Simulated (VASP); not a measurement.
TiOs, 2 atoms in the cell. It takes space group Pm-3m (No. 221, cubic). Conventional cell: a = 3.141 Å, b = 3.141 Å, c = 3.141 Å, α = 90.00°, β = 90.00°, γ = 90.00°. Ti (site symmetry m-3m) has 8 Os at 2.72 Å and 6 Ti at 3.14 Å within 3.6 Å. Os (site symmetry m-3m) has 8 Ti at 2.72 Å and 6 Os at 3.14 Å within 3.6 Å. 

| Item | Value |
| --- | --- |
| Program | VASP 6.6.1 |
| Task | relaxation of the atoms |
| Functional | r2SCAN |
| Potentials or basis | VASP PAW PBE potentials, release 64 (Ti_sv, Os) |
| Cutoff | 520 eV |
| k mesh | 11 × 11 × 11 |
| Occupations | fermi-dirac, width 0.1 eV |
| Spin | no spin polarisation |
| Dipole correction | no |
| Further INCAR settings | ALGO = Normal; EDIFF = 1e-06; IBRION = 2; EDIFFG = -0.01; NSW = 50 |

Potentials or basis: VASP PAW PBE potentials, release 64 (Ti_sv, Os).

The run is started by

```sh
$ cat potpaw_PBE.64/Ti_sv/POTCAR potpaw_PBE.64/Os/POTCAR > POTCAR
$ cp INCAR.step1 INCAR
$ mpirun -np 1 vasp_std > vasp.out
$ cp INCAR.step2 INCAR
$ mpirun -np 1 vasp_std > vasp.out
```

Hardware: 1 thread of Oxide Virtual Turin-like Processor (shared host).

Question: How long does it take, and how much memory?

Answer: It took 2.3 min on 1 thread of Oxide Virtual Turin-like Processor, with other jobs on the host, peak memory 0.13 GiB. Counts: k points 56, ion steps 1.
